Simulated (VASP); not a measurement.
# C (Cm) in VASP: single point with r2SCAN

Aim: the single point of C with r2SCAN.

Program: VASP 6.6.1. These are calculated values, not measurements. Logs are shortened: lines on timing, memory, paths and dates and some standing lists are left out, and cuts for length are marked.

### 1 The cell of the first run

The structure is monoclinic, space group Cm (No. 8). The conventional cell has a = 6.497 Å, b = 7.124 Å, c = 4.254 Å, α = 90.00°, β = 130.89°, γ = 90.00°. Within 1.8 Å of C (site symmetry m) lie 3 C at 1.33 to 1.48 Å. Within 1.9 Å of C (site symmetry m) lie 3 C at 1.42 Å. C (site symmetry m) has 3 C at 1.42 Å within 1.9 Å. C (site symmetry m) has 3 C at 1.42 Å within 1.9 Å. C (site symmetry m) has 3 C at 1.42 to 1.48 Å within 1.9 Å. C (site symmetry m) has 3 C at 1.42 Å within 1.9 Å. Within 1.9 Å of C (site symmetry m) lie 3 C at 1.42 to 1.44 Å. C (site symmetry m) has 3 C at 1.33 to 1.42 Å within 1.8 Å.

### 2 Single point, r2SCAN (atom 1 (C) moved +0.087 Å along Cartesian [1 1 0])

Contents of POSCAR:

```
C
1.0
    0.0000000000     -4.2535130786      0.0000000000
   -2.4558424086     -2.1267565393     -3.5617636578
    2.4558424086     -2.1267565393     -3.5617636578
C
8
Direct
    0.8187500154      0.4874031324      0.5125968676
    0.8332960723      0.0000000000      0.0000000000
    0.3332960723      0.7500000000      0.2500000000
    0.3332960723      0.2500000000      0.7500000000
    0.1667039277      0.5000000000      0.5000000000
    0.1667039277      0.0000000000      1.0000000000
    0.6667039277      0.7500000000      0.2500000000
    0.6667039277      0.2500000000      0.7500000000
```

Contents of INCAR.step1:

```
SYSTEM = C
PREC = Accurate ; ENCUT = 520
ISMEAR = 0 ; SIGMA = 0.05
LREAL = .FALSE. ; LASPH = .TRUE.
NELM = 60 ; NBANDS = 26
GGA = PE ; ALGO = Normal
EDIFF = 1E-4 ; LWAVE = .TRUE.
LCHARG = .FALSE.
```

Contents of INCAR.step2:

```
SYSTEM = C
PREC = Accurate ; ENCUT = 520
EDIFF = 1E-6 ; ISMEAR = 0
SIGMA = 0.05 ; LREAL = .FALSE.
LASPH = .TRUE. ; NELM = 60
ALGO = Normal ; ISIF = 2
LWAVE = .FALSE. ; LCHARG = .FALSE.
METAGGA = R2SCAN ; LMIXTAU = .TRUE.
NBANDS = 26 ; ISTART = 1
```

Contents of KPOINTS:

```
Automatic mesh
0
G
  8 8 8
  0 0 0
```

Potentials or basis: VASP PAW PBE potentials, release 64 (C).

Command:

```bash
> cat potpaw_PBE.64/C/POTCAR > POTCAR
> cp INCAR.step1 INCAR
> mpirun -np 1 vasp_std > vasp.out
> cp INCAR.step2 INCAR
> mpirun -np 1 vasp_std > vasp.out
```

OUTCAR:

```text
SYSTEM = C
   PREC = Accurate
   ENCUT = 520
   EDIFF = 1E-6
   ISMEAR = 0
   LREAL = .FALSE.
   LASPH = .TRUE.
   NELM = 60
   ISIF = 2
   METAGGA = R2SCAN
   ISTART = 1

 ion  position               nearest neighbor table
   1  0.819  0.487  0.513-   8 1.33   7 1.44   5 1.48
   2  0.833  0.000  0.000-   8 1.42   7 1.42   6 1.42
   3  0.333  0.750  0.250-   6 1.42   5 1.42   7 1.42
   4  0.333  0.250  0.750-   5 1.42   6 1.42   8 1.42
   5  0.167  0.500  0.500-   4 1.42   3 1.42   1 1.48
   6  0.167  0.000  0.000-   3 1.42   4 1.42   2 1.42
   7  0.667  0.750  0.250-   2 1.42   3 1.42   1 1.44
   8  0.667  0.250  0.750-   1 1.33   2 1.42   4 1.42

  LATTYP: Found a body centered orthorhombic cell.
 ALAT       =     4.2535130786
 B/A-ratio  =     1.1547360326
 C/A-ratio  =     1.6747397231

  Lattice vectors:

 A1 = (   2.4558424086,   2.1267565393,   3.5617636578)
 A2 = (  -2.4558424086,  -2.1267565393,   3.5617636578)
 A3 = (   2.4558424086,  -2.1267565393,  -3.5617636578)

Analysis of symmetry for initial positions (statically):
=====================================================================
 Subroutine PRICEL returns:
 Original cell was already a primitive cell.

 Routine SETGRP: Setting up the symmetry group for a
 body centered orthorhombic supercell.

 Subroutine GETGRP returns: Found  2 space group operations
 (whereof  2 operations were pure point group operations)
 out of a pool of  8 trial point group operations.

The static configuration has the point symmetry C_1h.

Analysis of symmetry for dynamics (positions and initial velocities):
=====================================================================
 Subroutine PRICEL returns:
 Original cell was already a primitive cell.

 Routine SETGRP: Setting up the symmetry group for a
 body centered orthorhombic supercell.

 Subroutine GETGRP returns: Found  2 space group operations
 (whereof  2 operations were pure point group operations)
 out of a pool of  8 trial point group operations.

The dynamic configuration has the point symmetry C_1h.

 Subroutine INISYM returns: Found  2 space group operations
 (whereof  2 operations are pure point group operations),
 and found     1 'primitive' translations

----------------------------------------------------------------------------------------

                                     Primitive cell

  volume of cell :      74.4121

  direct lattice vectors                    reciprocal lattice vectors
     0.000000000 -4.253513079  0.000000000     0.000000000 -0.235099783  0.140379893
    -2.455842409 -2.126756539 -3.561763658    -0.203596126  0.000000000 -0.140379893
     2.455842409 -2.126756539 -3.561763658     0.203596126  0.000000000 -0.140379893

  length of vectors
     4.253513079  4.820831429  4.820831429     0.273821880  0.247301227  0.247301227

  position of ions in fractional coordinates (direct lattice)
     0.818750015  0.487403132  0.512596868
     0.833296072  0.000000000  0.000000000
     0.333296072  0.750000000  0.250000000
     0.333296072  0.250000000  0.750000000
     0.166703928  0.500000000  0.500000000
     0.166703928  0.000000000  0.000000000
     0.666703928  0.750000000  0.250000000
     0.666703928  0.250000000  0.750000000

  ion indices of the primitive-cell ions
   primitive index   ion index
                 1           1
                 2           2
                 3           3
                 4           4
                 5           5
                 6           6
                 7           7
                 8           8

----------------------------------------------------------------------------------------

 KPOINTS: Automatic mesh

Automatic generation of k-mesh.
 Grid dimensions read from file:
 generate k-points for:    8    8    8

 Generating k-lattice:

  Cartesian coordinates                     Fractional coordinates (reciprocal lattice)
     0.000000000 -0.029387473  0.017547487     0.125000000  0.000000000  0.000000000
    -0.025449516  0.000000000 -0.017547487     0.000000000  0.125000000 -0.000000000
     0.025449516  0.000000000 -0.017547487     0.000000000 -0.000000000  0.125000000

  Length of vectors
     0.034227735  0.030912653  0.030912653

  Shift w.r.t. Gamma in fractional coordinates (k-lattice)
     0.000000000  0.000000000  0.000000000

 Subroutine IBZKPT returns following result:
 ===========================================

 Found    150 irreducible k-points:

 Following reciprocal coordinates:
            Coordinates               Weight
  0.000000  0.000000  0.000000      1.000000
  0.125000  0.000000  0.000000      4.000000
  0.250000  0.000000  0.000000      4.000000
  0.375000  0.000000  0.000000      4.000000
  0.500000  0.000000  0.000000      2.000000
  0.000000  0.125000  0.000000      4.000000
[... 16 lines left out ...]
  0.125000 -0.125000  0.125000      4.000000
  0.250000  0.250000  0.000000      2.000000
 [... further k-points ...]
   k-points           NKPTS =    150   k-points in BZ     NKDIM =    150   number of bands    NBANDS=     26
   number of dos      NEDOS =    301   number of ions     NIONS =      8
   total plane-waves  NPLWV =  41472
   dimension x,y,z NGX =    32 NGY =   36 NGZ =   36
   dimension x,y,z NGXF=    64 NGYF=   72 NGZF=   72
   ions per type =               8
   NGX,Y,Z   is equivalent  to a cutoff of  12.51, 12.41, 12.41 a.u.
   NGXF,Y,Z  is equivalent  to a cutoff of  25.01, 24.83, 24.83 a.u.
 SYSTEM =  C
   PREC   = accura    normal or accurate (medium, high low for compatibility)
   ISTART =      1    job   : 0-new  1-cont  2-samecut
   ICHARG =      0    charge: 1-file 2-atom 10-const
   ISPIN  =      1    spin polarized calculation?
   LNONCOLLINEAR =      F non collinear calculations
   LSORBIT =      F    spin-orbit coupling
   LASPH  =      T    aspherical Exc in radial PAW
   ENCUT  =  520.0 eV  38.22 Ry    6.18 a.u.   7.91  8.96  8.96*2*pi/ulx,y,z
   NELM   =     60;   NELMIN=  2; NELMDL=  0     # of ELM steps
   EDIFF  = 0.1E-05   stopping-criterion for ELM
   LREAL  =      F    real-space projection
   EDIFFG = 0.1E-04   stopping-criterion for IOM
   NSW    =      0    number of steps for IOM
   IBRION =     -1    ionic relax: 0-MD 1-quasi-New 2-CG
   NFREE  =      0    steps in history (QN), initial steepest desc. (CG)
   ISIF   =      2    stress and relaxation
   ISYM   =      2    0-nonsym 1-usesym 2-fastsym
   POTIM  = 0.5000    time-step for ionic-motion
   TEBEG  =    0.0;   TEEND  =   0.0 temperature during run
   PSTRESS=    0.0 pullay stress
   NELECT =      32.0000    total number of electrons
   NUPDOWN=      -1.0000    fix difference up-down
   EMIN   =  10.00;   EMAX   =-10.00  energy-range for DOS
   EFERMI =   0.00;   METHOD = LEGACY
   ISMEAR =     0;   SIGMA  =   0.05  broadening in eV -4-tet -1-fermi 0-gaus
   EFERMI_NEDOS =   21; number of points for ismear=-14 and -15
   IALGO  =     38    algorithm
   IMIX   =      4    mixing-type and parameters
     AMIX     =   0.40;   BMIX     =  1.00
     AMIX_MAG =   1.60;   BMIX_MAG =  1.00
  volume/ion in A,a.u.               =       9.30        62.77
  Fermi-wavevector in a.u.,A,eV,Ry     =   1.235692  2.335120 20.775221  1.526936
  Thomas-Fermi vector in A             =   2.370331
   LORBIT       =      0    0 simple, 1 ext, 2 COOP (PROOUT), +10 PAW based schemes
   METAGGA = R2SCAN    functional components
   LHFCALC =     F    Hartree Fock is set to
   AEXX    =    0.0000 exact exchange contribution
   IVDW    =     0    specifies the selected vdW correction
   LEPSILON=     F    determine dielectric tensor
   LRPA    =     F    only Hartree local field effects (RPA)
 non-spin polarized calculation
 Gauss-broadening in eV      SIGMA  =   0.05
  energy-cutoff  :      520.00
  volume of cell :       74.41
 maximum number of plane-waves:      2023
   NGX = 15   NGY = 17   NGZ = 17

 number of electron      32.0000001 magnetization

 Free energy of the ion-electron system (eV)
  ---------------------------------------------------
  ext. energy  EPLUGINS =         0.00000000
  ---------------------------------------------------
  free energy    TOTEN  =       -79.23492877 eV

  energy without entropy =      -79.23485208  energy(sigma->0) =      -79.23489042

 E-fermi :   4.2665     XC(G=0): -10.7135

 val. band max:        4.2016580912   @ k =   0.0000  -0.2500   0.1250
 cond. band min:       4.3195902657   @ k =   0.0000  -0.3750   0.3750
 fundamental gap:      0.1179321745
 Fermi energy:         4.2665068309

 k-point     1 :       0.0000    0.0000    0.0000
  band No.  band energies     occupation
      1     -16.7719      2.00000
      2     -12.2284      2.00000
      3     -11.9391      2.00000
      4     -11.1094      2.00000
      5      -9.7016      2.00000
      6      -7.4152      2.00000
[... 18 lines left out ...]
     25      16.5087      0.00000
     26      16.5487      0.00000

 k-point     2 :       0.1250    0.0000    0.0000
  band No.  band energies     occupation
      1     -16.6669      2.00000
      2     -12.2434      2.00000
      3     -11.9355      2.00000
      4     -11.7779      2.00000
      5      -8.7282      2.00000
      6      -7.9425      2.00000
[... 18 lines left out ...]
     25      15.4686      0.00000
     26      16.3041      0.00000

 k-point     3 :       0.2500    0.0000    0.0000
  band No.  band energies     occupation
      1     -16.3542      2.00000
      2     -13.1881      2.00000
      3     -11.8580      2.00000
      4     -11.5964      2.00000
      5      -8.8692      2.00000
      6      -8.5862      2.00000
[... 572 lines left out ...]
 k-point    23 :       0.1250   -0.1250    0.1250
  band No.  band energies     occupation
      1     -16.3734      2.00000
      2     -13.9167      2.00000
      3     -11.7219      2.00000
      4     -10.1846      2.00000
      5      -9.0758      2.00000
      6      -8.4899      2.00000
[... 18 lines left out ...]
     25      15.2336      0.00000
     26      15.9471      0.00000

 k-point    24 :       0.2500    0.2500    0.0000
  band No.  band energies     occupation
      1     -16.0899      2.00000
      2     -13.6205      2.00000
      3     -12.8742      2.00000
      4     -10.8778      2.00000
      5      -9.1628      2.00000
      6      -6.9517      2.00000
[... 18 lines left out ...]
     25      14.8685      0.00000
     26      15.2351      0.00000

 [... further k-points ...]

------------------------ aborting loop because EDIFF is reached ----------------------------------------

  FORCE on cell =-STRESS in cart. coord.  units (eV):
  Direction    XX          YY          ZZ          XY          YZ          ZX
  --------------------------------------------------------------------------------------
  -------------------------------------------------------------------------------------
  Total        1.9081900      0.3751818     -0.0181720      0.8281905      0.0000000      0.0000000
  in kB       41.0855246      8.0780959     -0.3912649     17.8318927      0.0000000      0.0000000
  external PRESSURE =      16.2574519 kB  Pullay stress =       0.0000000 kB

 VOLUME and BASIS-vectors are now :
 -----------------------------------------------------------------------------
  energy-cutoff  :      520.00
  volume of cell :       74.41
      direct lattice vectors                 reciprocal lattice vectors
     0.000000000 -4.253513079  0.000000000     0.000000000 -0.235099783  0.140379893
    -2.455842409 -2.126756539 -3.561763658    -0.203596126  0.000000000 -0.140379893
     2.455842409 -2.126756539 -3.561763658     0.203596126  0.000000000 -0.140379893

 POSITION                                       TOTAL-FORCE (eV/Angst)
 -----------------------------------------------------------------------------------
      0.06187     -5.60932     -3.56176        -4.646677     -4.022675      0.000000
      0.00000     -3.54444      0.00000         0.634252     -0.329177      0.000000
     -1.22792     -3.54444     -3.56176         0.009852      0.324164      0.000000
      1.22792     -3.54444     -3.56176        -0.031026      0.477825      0.000000
      0.00000     -2.83583     -3.56176         0.755402      1.221509      0.000000
      0.00000     -0.70908      0.00000        -0.157039      0.214434      0.000000
     -1.22792     -4.96259     -3.56176         0.938946      0.466402      0.000000
      1.22792     -4.96259     -3.56176         2.496289      1.647517      0.000000
 -----------------------------------------------------------------------------------
    total drift:                                0.000047     -0.000011      0.000004

  FREE ENERGIE OF THE ION-ELECTRON SYSTEM (eV)
  ---------------------------------------------------
  free  energy   TOTEN  =       -79.2349287658 eV

  energy  without entropy=      -79.2348520790  energy(sigma->0) =      -79.23489042
```

Run time: 15 min. Hardware: 1 thread of Oxide Virtual Turin-like, shared host; peak memory 0.29 GiB.

Results:

```
Free energy   : -79.2349 eV
Pressure      : 1.6 GPa
Largest force : 6.146 eV/Å
```

Forces in eV/Å, atoms in the order of the input:
```
C   -4.647 -4.023  0.000
C    0.634 -0.329  0.000
C    0.010  0.324  0.000
C   -0.031  0.478  0.000
C    0.755  1.222  0.000
C   -0.157  0.214  0.000
C    0.939  0.466  0.000
C    2.496  1.648  0.000
```

Caveat: the cell differs from its parent crystal (atom 1 (C) moved +0.087 Å along Cartesian [1 1 0]); the PAW data sets were made with another functional, which shifts forces and pressure a little.
